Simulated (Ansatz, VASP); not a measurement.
## PbS in VASP and in Ansatz

File POSCAR:

```
PbS
1.0
    4.0622492242      0.0000000000      0.0000000000
   -2.0311246120      3.5180110247      0.0000000000
    0.0000000000      0.0000000000      3.7627422943
Pb S
1 1
Direct
    0.0000000000      0.0000000000      0.0000000000
    0.6666666667      0.3333333333      0.5000000000
```

Contents of INCAR.step1:

```
SYSTEM = PbS
  PREC = Accurate
  ENCUT = 520
  ISMEAR = -1
  SIGMA = 0.05
  LREAL = .False.
  LASPH = .True.
  NELM = 100
  NBANDS = 17
  GGA = PE
  ALGO = Normal
  EDIFF = 1E-4
  LWAVE = .True.
  LCHARG = .False.
```

The input INCAR.step2:

```
SYSTEM = PbS
  PREC = Accurate
  ENCUT = 520
  EDIFF = 1E-6
  ISMEAR = -1
  SIGMA = 0.05
  LREAL = .False.
  LASPH = .True.
  NELM = 100
  ALGO = Normal
  ISIF = 2
  LWAVE = .False.
  LCHARG = .True.
  METAGGA = R2SCAN
  LMIXTAU = .True.
  LELF = .True.
  LVHAR = .True.
  NBANDS = 17
  ISTART = 1
```

The input KPOINTS:

```
Automatic mesh
0
Gamma
  8 8 7
  0 0 0
```

Contents of input.yaml:

```yaml
crystal:
  lattice:
    - [4.0622492242, 0.0, 0.0]
    - [-2.031124612, 3.5180110247, 0.0]
    - [0.0, 0.0, 3.7627422943]
  atoms:
    - { symbol: Pb, position: [0.0, 0.0, 0.0] }
    - { symbol: S, position: [0.6666666667, 0.3333333333, 0.5] }
hamiltonian:
  xc: r2scan
  pseudopotentials: { kind: paw }
kpoints:
  mp_grid: { grid: [8, 8, 7] }
scf:
  occupations: { method: fermi_dirac, width: 0.05 }
output:
  forces: true
  stress: true
  eigenvalues: true
```

Alike in both runs: task single point; functional r2SCAN; k mesh 8 × 8 × 7; occupations fermi-dirac, width 0.05 eV; no spin polarisation.

|  | VASP | Ansatz |
| --- | --- | --- |
| version | VASP 6.6.1 | Ansatz 0.2.0 |
| potentials or method | VASP PAW PBE potentials, release 64 (Pb_d, S) | Ansatz PAW |
| plane-wave cutoff (eV) | 520 | 500 |
| valence electrons in the cell | 20 | 20 |

```tsv
	VASP	Ansatz	Ansatz less VASP
gap on the k mesh at the Fermi level (eV)	0.25	0.24	-0.005
least direct gap on the mesh (eV)	1.92	1.92	-0.003
pressure (GPa)	0.1	0.1	+0.01
traceless stress, the component that is largest in VASP (GPa)	0.34	0.33	-0.008
```

VASP's potentials were made for PBE, not for r2SCAN. With one functional, cell and mesh, what is left measures potentials, basis and numerics.

Neither program's run includes spin-orbit coupling. Noted on Ansatz's run: odd divisions of the mesh miss points on the zone boundary, where band edges often lie, so the gap on the mesh can be too wide.
